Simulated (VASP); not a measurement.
# CdSe (I-4m2) in VASP: notebook

The runs below take CdSe through single point, with PBE, r2SCAN.

Program: VASP 6.6.1. These are calculated values, not measurements. Logs are shortened: lines on timing, memory, paths and dates and some standing lists are left out, and cuts for length are marked.

### 1 The cell of the first run

It takes space group I-4m2 (No. 119, tetragonal). Conventional cell: a = 4.383 Å, b = 4.383 Å, c = 6.038 Å, α = 90.00°, β = 90.00°, γ = 90.00°. Cd (site symmetry -4m2) has 4 Se at 2.66 Å within 3.5 Å. Within 3.5 Å of Se (site symmetry -4m2) lie 4 Cd at 2.66 Å.

### 2 Single point, PBE (epitaxial xy strain +1.0%)

INCAR

```
SYSTEM = CdSe
PREC = Accurate
ENCUT = 520
EDIFF = 1E-6
ISMEAR = -1
SIGMA = 0.02
LREAL = .False.
LASPH = .True.
NELM = 80
ALGO = Normal
ISIF = 2
LWAVE = .False.
LCHARG = .True.
GGA = PE
LELF = .True.
LVHAR = .True.
NBANDS = 16
```

KPOINTS

```
regular mesh
0
Gamma
  8 8 8
  0 0 0
```

POSCAR

```
CdSe
1.0
    0.0000000000      3.0993791087      3.0190549762
    3.0993791087      0.0000000000      3.0190549762
    3.0993791087      3.0993791087      0.0000000000
Cd Se
1 1
Direct
    0.0000000000      0.0000000000      0.0000000000
    0.2500000000      0.2500000000      0.2500000000
```

Potentials or basis: VASP PAW PBE potentials, release 64 (Cd, Se).

Run with:

```console
$ cat potpaw_PBE.64/Cd/POTCAR potpaw_PBE.64/Se/POTCAR > POTCAR
$ mpirun -np 1 vasp_std > vasp.out
```

OUTCAR:

```text
SYSTEM = CdSe
   PREC = Accurate
   ENCUT = 520
   EDIFF = 1E-6
   ISMEAR = -1
   LREAL = .False.
   LASPH = .True.
   NELM = 80
   ISIF = 2
   GGA = PE

 ion  position               nearest neighbor table
   1  0.000  0.000  0.000-   2 2.66   2 2.66   2 2.66   2 2.66
   2  0.250  0.250  0.250-   1 2.66   1 2.66   1 2.66   1 2.66

  LATTYP: Found a body centered tetragonal cell.
 ALAT       =     4.3831839705
 C/A-ratio  =     1.3775625192

  Lattice vectors:

 A1 = (   0.0000000000,  -3.0993791087,  -3.0190549762)
 A2 = (   0.0000000000,   3.0993791087,  -3.0190549762)
 A3 = (   3.0993791087,   0.0000000000,   3.0190549762)

Analysis of symmetry for initial positions (statically):
=====================================================================
 Subroutine PRICEL returns:
 Original cell was already a primitive cell.

 Routine SETGRP: Setting up the symmetry group for a
 body centered tetragonal supercell.

 Subroutine GETGRP returns: Found  8 space group operations
 (whereof  8 operations were pure point group operations)
 out of a pool of 16 trial point group operations.

The static configuration has the point symmetry D_2d.

Analysis of symmetry for dynamics (positions and initial velocities):
=====================================================================
 Subroutine PRICEL returns:
 Original cell was already a primitive cell.

 Routine SETGRP: Setting up the symmetry group for a
 body centered tetragonal supercell.

 Subroutine GETGRP returns: Found  8 space group operations
 (whereof  8 operations were pure point group operations)
 out of a pool of 16 trial point group operations.

The dynamic configuration has the point symmetry D_2d.

 Subroutine INISYM returns: Found  8 space group operations
 (whereof  8 operations are pure point group operations),
 and found     1 'primitive' translations

----------------------------------------------------------------------------------------

                                     Primitive cell

  volume of cell :      58.0030

  direct lattice vectors                    reciprocal lattice vectors
     0.000000000  3.099379109  3.019054976    -0.161322633  0.161322633  0.165614738
     3.099379109  0.000000000  3.019054976     0.161322633 -0.161322633  0.165614738
     3.099379109  3.099379109  0.000000000     0.161322633  0.161322633 -0.165614738

  length of vectors
     4.326759042  4.326759042  4.383183970     0.281918828  0.281918828  0.281918828

  position of ions in fractional coordinates (direct lattice)
     0.000000000  0.000000000  0.000000000
     0.250000000  0.250000000  0.250000000

  ion indices of the primitive-cell ions
   primitive index   ion index
                 1           1
                 2           2

----------------------------------------------------------------------------------------

 KPOINTS: regular mesh

Automatic generation of k-mesh.
 Grid dimensions read from file:
 generate k-points for:    8    8    8

 Generating k-lattice:

  Cartesian coordinates                     Fractional coordinates (reciprocal lattice)
    -0.020165329  0.020165329  0.020701842     0.125000000  0.000000000  0.000000000
     0.020165329 -0.020165329  0.020701842     0.000000000  0.125000000  0.000000000
     0.020165329  0.020165329 -0.020701842     0.000000000  0.000000000  0.125000000

  Length of vectors
     0.035239854  0.035239854  0.035239854

  Shift w.r.t. Gamma in fractional coordinates (k-lattice)
     0.000000000  0.000000000  0.000000000

 Subroutine IBZKPT returns following result:
 ===========================================

 Found     59 irreducible k-points:

 Following reciprocal coordinates:
            Coordinates               Weight
  0.000000  0.000000  0.000000      1.000000
  0.125000  0.000000  0.000000      8.000000
  0.250000  0.000000  0.000000      8.000000
  0.375000  0.000000  0.000000      8.000000
  0.500000  0.000000  0.000000      4.000000
  0.125000  0.125000  0.000000      2.000000
[... 16 lines left out ...]
  0.250000  0.000000  0.125000     16.000000
  0.375000  0.000000  0.125000     16.000000
 [... further k-points ...]
   k-points           NKPTS =     59   k-points in BZ     NKDIM =     59   number of bands    NBANDS=     16
   number of dos      NEDOS =    301   number of ions     NIONS =      2
   total plane-waves  NPLWV =  36864
   dimension x,y,z NGX =    32 NGY =   32 NGZ =   36
   dimension x,y,z NGXF=    64 NGYF=   64 NGZF=   72
   ions per type =               1   1
   NGX,Y,Z   is equivalent  to a cutoff of  12.30, 12.30, 13.65 a.u.
   NGXF,Y,Z  is equivalent  to a cutoff of  24.59, 24.59, 27.31 a.u.
 SYSTEM =  CdSe
   PREC   = accura    normal or accurate (medium, high low for compatibility)
   ISTART =      0    job   : 0-new  1-cont  2-samecut
   ICHARG =      2    charge: 1-file 2-atom 10-const
   ISPIN  =      1    spin polarized calculation?
   LNONCOLLINEAR =      F non collinear calculations
   LSORBIT =      F    spin-orbit coupling
   LASPH  =      T    aspherical Exc in radial PAW
   ENCUT  =  520.0 eV  38.22 Ry    6.18 a.u.   8.04  8.04  8.15*2*pi/ulx,y,z
   NELM   =     80;   NELMIN=  2; NELMDL= -5     # of ELM steps
   EDIFF  = 0.1E-05   stopping-criterion for ELM
   LREAL  =      F    real-space projection
   EDIFFG = 0.1E-04   stopping-criterion for IOM
   NSW    =      0    number of steps for IOM
   IBRION =     -1    ionic relax: 0-MD 1-quasi-New 2-CG
   NFREE  =      0    steps in history (QN), initial steepest desc. (CG)
   ISIF   =      2    stress and relaxation
   ISYM   =      2    0-nonsym 1-usesym 2-fastsym
   POTIM  = 0.5000    time-step for ionic-motion
   TEBEG  =    0.0;   TEEND  =   0.0 temperature during run
   PSTRESS=    0.0 pullay stress
   NELECT =      18.0000    total number of electrons
   NUPDOWN=      -1.0000    fix difference up-down
   EMIN   =  10.00;   EMAX   =-10.00  energy-range for DOS
   EFERMI =   0.00;   METHOD = LEGACY
   ISMEAR =    -1;   SIGMA  =   0.02  broadening in eV -4-tet -1-fermi 0-gaus
   EFERMI_NEDOS =   21; number of points for ismear=-14 and -15
   IALGO  =     38    algorithm
   IMIX   =      4    mixing-type and parameters
     AMIX     =   0.40;   BMIX     =  1.00
     AMIX_MAG =   1.60;   BMIX_MAG =  1.00
  volume/ion in A,a.u.               =      29.00       195.71
  Fermi-wavevector in a.u.,A,eV,Ry     =   1.108363  2.094503 16.714343  1.228470
  Thomas-Fermi vector in A             =   2.244890
   LORBIT       =      0    0 simple, 1 ext, 2 COOP (PROOUT), +10 PAW based schemes
   GGA     = PE    functional components
   LHFCALC =     F    Hartree Fock is set to
   AEXX    =    0.0000 exact exchange contribution
   IVDW    =     0    specifies the selected vdW correction
   LEPSILON=     F    determine dielectric tensor
   LRPA    =     F    only Hartree local field effects (RPA)
 non-spin polarized calculation
  energy-cutoff  :      520.00
  volume of cell :       58.00
 maximum number of plane-waves:      1580
   NGX = 17   NGY = 17   NGZ = 17

 number of electron      18.0000003 magnetization

 Free energy of the ion-electron system (eV)
  ---------------------------------------------------
  ext. energy  EPLUGINS =         0.00000000
  ---------------------------------------------------
  free energy    TOTEN  =        -5.49029601 eV

  energy without entropy =       -5.49029600  energy(sigma->0) =       -5.49029600

 E-fermi :   0.9998     XC(G=0):  -8.7480

 val. band max:        0.7528095944   @ k =   0.0000   0.0000   0.0000
 cond. band min:       1.2457747990   @ k =   0.0000   0.0000   0.0000
 fundamental gap:      0.4929652046
 Fermi energy:         0.9998243557

 k-point     1 :       0.0000    0.0000    0.0000
  band No.  band energies     occupation
      1     -11.7221      2.00000
      2      -7.1360      2.00000
      3      -7.1360      2.00000
      4      -7.1251      2.00000
      5      -6.7936      2.00000
      6      -6.7879      2.00000
[... 8 lines left out ...]
     15      11.5407      0.00000
     16      11.9002      0.00000

 k-point     2 :       0.1250    0.0000    0.0000
  band No.  band energies     occupation
      1     -11.6721      2.00000
      2      -7.1203      2.00000
      3      -7.1138      2.00000
      4      -7.0853      2.00000
      5      -6.7937      2.00000
      6      -6.7893      2.00000
[... 8 lines left out ...]
     15      10.9977      0.00000
     16      11.1940      0.00000

 k-point     3 :       0.2500    0.0000    0.0000
  band No.  band energies     occupation
      1     -11.5501      2.00000
      2      -7.0865      2.00000
      3      -7.0781      2.00000
      4      -6.9323      2.00000
      5      -6.7887      2.00000
      6      -6.7881      2.00000
[... 8 lines left out ...]
     15      10.6954      0.00000
     16      10.9388      0.00000

 k-point     4 :       0.3750    0.0000    0.0000
  band No.  band energies     occupation
      1     -11.4268      2.00000
      2      -7.0603      2.00000
      3      -7.0496      2.00000
      4      -6.7807      2.00000
      5      -6.7743      2.00000
      6      -6.6778      2.00000
[... 8 lines left out ...]
     15      11.5859      0.00000
     16      11.6287      0.00000
[... 324 lines left out ...]
 k-point    22 :       0.1250    0.0000    0.1250
  band No.  band energies     occupation
      1     -11.6564      2.00000
      2      -7.1051      2.00000
      3      -7.0945      2.00000
      4      -7.0940      2.00000
      5      -6.8027      2.00000
      6      -6.7818      2.00000
[... 8 lines left out ...]
     15      11.5069      0.00000
     16      11.9318      0.00000

 k-point    23 :       0.2500    0.0000    0.1250
  band No.  band energies     occupation
      1     -11.5592      2.00000
      2      -7.0799      2.00000
      3      -7.0615      2.00000
      4      -6.9807      2.00000
      5      -6.8046      2.00000
      6      -6.7750      2.00000
[... 8 lines left out ...]
     15      11.6497      0.00000
     16      12.1646      0.00000

 k-point    24 :       0.3750    0.0000    0.1250
  band No.  band energies     occupation
      1     -11.4365      2.00000
      2      -7.0540      2.00000
      3      -7.0299      2.00000
      4      -6.8281      2.00000
      5      -6.7696      2.00000
      6      -6.7170      2.00000
[... 8 lines left out ...]
     15      11.6836      0.00000
     16      12.2082      0.00000

 [... further k-points ...]
[... 5 lines left out ...]
  --------------------------------------------------------------------------------------
  -------------------------------------------------------------------------------------
  Total        0.4761883      0.4761883      0.6207881      0.0000000      0.0000000     -0.0000000
  in kB       13.1534254     13.1534254     17.1476079      0.0000000      0.0000000     -0.0000000
  external PRESSURE =      14.4848195 kB  Pullay stress =       0.0000000 kB

 VOLUME and BASIS-vectors are now :
 -----------------------------------------------------------------------------
  energy-cutoff  :      520.00
  volume of cell :       58.00
      direct lattice vectors                 reciprocal lattice vectors
     0.000000000  3.099379109  3.019054976    -0.161322633  0.161322633  0.165614738
     3.099379109  0.000000000  3.019054976     0.161322633 -0.161322633  0.165614738
     3.099379109  3.099379109  0.000000000     0.161322633  0.161322633 -0.165614738

 POSITION                                       TOTAL-FORCE (eV/Angst)
 -----------------------------------------------------------------------------------
      0.00000      0.00000      0.00000        -0.000000     -0.000000      0.000000
      1.54969      1.54969      1.50953         0.000000      0.000000      0.000000
 -----------------------------------------------------------------------------------
    total drift:                               -0.000002     -0.000002      0.000000

  FREE ENERGIE OF THE ION-ELECTRON SYSTEM (eV)
  ---------------------------------------------------
  free  energy   TOTEN  =        -5.4902960096 eV

  energy  without entropy=       -5.4902960000  energy(sigma->0) =       -5.49029600
```

Wall time 30 s (1 thread of Intel Xeon Platinum 8375C at 2.90GHz (Ice Lake), shared host); peak memory 0.22 GiB.

Results:

```
Free energy            : -5.4903 eV
Pressure               : 1.4 GPa
Band gap on the k mesh : 0.49 eV, direct
```

Stress tensor (GPa, compression positive):
```
1.32 0.00 0.00
0.00 1.32 0.00
0.00 0.00 1.71
```

Levels at points of the mesh, in eV from the valence-band top:
| k point | band 7 | band 8 | band 9 | band 10 | band 11 | band 12 |
| --- | --- | --- | --- | --- | --- | --- |
| (0.00, 0.00, 0.00) | -0.08 | -0.08 | 0.00 | 0.49 | 5.88 | 5.89 |
| (0.50, 0.00, 0.00) | -4.26 | -0.81 | -0.70 | 2.30 | 6.30 | 6.48 |
| (0.50, 0.50, 0.00) | -3.90 | -1.87 | -1.87 | 3.09 | 3.53 | 9.08 |
| (0.50, 0.00, 0.50) | -4.04 | -1.78 | -1.74 | 3.17 | 3.75 | 8.84 |

Caveat: the cell differs from its parent crystal (epitaxial xy strain +1.0%).

### 3 Single point, PBE (uniaxial z strain +2.3%)

INCAR

```
ALGO = Normal
EDIFF = 1E-6
ENCUT = 520
GGA = PE
ISIF = 2
ISMEAR = -1
LASPH = T
LCHARG = T
LELF = T
LREAL = F
LVHAR = T
LWAVE = F
NBANDS = 16
NELM = 80
PREC = Accurate
SIGMA = 0.02
```

KPOINTS

```
k-points
0
Gamma
  8 8 8
```

POSCAR

```
CdSe
1.0
    0.0000000000      3.0677809647      3.1383399269
    3.0677809647      0.0000000000      3.1383399269
    3.0677809647      3.0677809647      0.0000000000
Cd Se
1 1
Direct
    0.0000000000      0.0000000000      0.0000000000
    0.2500000000      0.2500000000      0.2500000000
```

Potentials or basis: VASP PAW PBE potentials, release 64 (Cd, Se).

Run with:

```console
$ cat potpaw_PBE.64/Cd/POTCAR potpaw_PBE.64/Se/POTCAR > POTCAR
$ mpirun -np 1 vasp_std > vasp.out
```

OUTCAR:

```text
EDIFF = 1E-6
   ENCUT = 520
   GGA = PE
   ISIF = 2
   ISMEAR = -1
   LASPH = T
   LREAL = F
   NELM = 80
   PREC = Accurate

 ion  position               nearest neighbor table
   1  0.000  0.000  0.000-   2 2.68   2 2.68   2 2.68   2 2.68
   2  0.250  0.250  0.250-   1 2.68   1 2.68   1 2.68   1 2.68

  LATTYP: Found a body centered tetragonal cell.
 ALAT       =     4.3384974467
 C/A-ratio  =     1.4467404743

  Lattice vectors:

 A1 = (  -3.0677809647,   0.0000000000,   3.1383399269)
[... 625 lines left out ...]
      3      -7.1228      2.00000
      4      -6.9333      2.00000
      5      -6.8701      2.00000
      6      -6.8094      2.00000
[... 8 lines left out ...]
     15      11.5376      0.00000
     16      12.0284      0.00000

 [... further k-points ...]
[... 5 lines left out ...]
  --------------------------------------------------------------------------------------
  -------------------------------------------------------------------------------------
  Total        0.2519698      0.2519698      0.1026317      0.0000000      0.0000000      0.0000000
  in kB        6.8340858      6.8340858      2.7836430      0.0000000      0.0000000      0.0000000
  external PRESSURE =       5.4839382 kB  Pullay stress =       0.0000000 kB

 VOLUME and BASIS-vectors are now :
 -----------------------------------------------------------------------------
  energy-cutoff  :      520.00
  volume of cell :       59.07
      direct lattice vectors                 reciprocal lattice vectors
     0.000000000  3.067780965  3.138339927    -0.162984257  0.162984257  0.159319899
     3.067780965  0.000000000  3.138339927     0.162984257 -0.162984257  0.159319899
     3.067780965  3.067780965  0.000000000     0.162984257  0.162984257 -0.159319899

 POSITION                                       TOTAL-FORCE (eV/Angst)
 -----------------------------------------------------------------------------------
      0.00000      0.00000      0.00000        -0.000000     -0.000000     -0.000000
      1.53389      1.53389      1.56917         0.000000      0.000000      0.000000
 -----------------------------------------------------------------------------------
    total drift:                                0.000001      0.000001     -0.000002

  FREE ENERGIE OF THE ION-ELECTRON SYSTEM (eV)
  ---------------------------------------------------
  free  energy   TOTEN  =        -5.4971587175 eV

  energy  without entropy=       -5.4971587003  energy(sigma->0) =       -5.49715871
```

stdout:

```text
POSCAR found type information on POSCAR CdSe
 POSCAR found :  2 types and       2 ions
 scaLAPACK will be used
 LDA part: xc-table for (Slater+PW92), standard interpolation
 POSCAR, INCAR and KPOINTS ok, starting setup
 FFT: planning ... GRIDC
 FFT: planning ... GRID_SOFT
 FFT: planning ... GRID
 WAVECAR not read
 entering main loop
```

Run time: 34 s. Hardware: 1 thread of Intel Xeon Platinum 8375C at 2.90GHz (Ice Lake), shared host; peak memory 0.22 GiB.

What came out:

```yaml
Free_energy: -5.4972 eV
Pressure: 0.5 GPa
Band_gap_on_the_k_mesh: 0.48 eV, direct
```

Caveat: the cell differs from its parent crystal (uniaxial z strain +2.3%).

(Part 1 of 2 ends here.)
